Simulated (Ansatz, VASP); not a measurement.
# One calculation of BaTe, two programs

```
Ba Te
1.0
     0.00000    3.45487    3.45487
     3.45487    0.00000    3.45487
     3.45487    3.45487    0.00000
Ba Te
1 1
Direct
  0.00000 0.00000 0.00000
  0.50000 0.50000 0.50000
```

Alike in both runs: task single point; functional PBE0; k mesh 4 × 4 × 4; occupations fermi-dirac, width 0.05 eV; no spin polarisation.

|  | VASP | Ansatz |
| --- | --- | --- |
| version | VASP 6.6.1 | Ansatz 0.2.0 |
| potentials or method | VASP PAW PBE potentials, release 64 (Ba_sv, Te) | Ansatz PAW |
| plane-wave cutoff (eV) | 520 | 420 |
| valence electrons in the cell | 16 | 26 |

|  | VASP | Ansatz | Ansatz less VASP |
| --- | --- | --- | --- |
| gap on the k mesh at the Fermi level (eV) | 2.82 | 2.86 | +0.032 |
| least direct gap on the mesh (eV) | 3.27 | 3.27 | +0.007 |
| pressure (GPa) | 2.2 | 2.0 | -0.20 |

With one functional, cell and mesh, what is left measures potentials, basis and numerics. VASP's potentials hold 16 valence electrons a cell and Ansatz's 26, so a difference there can come from the potentials and not from the codes.

Neither program's run includes spin-orbit coupling.
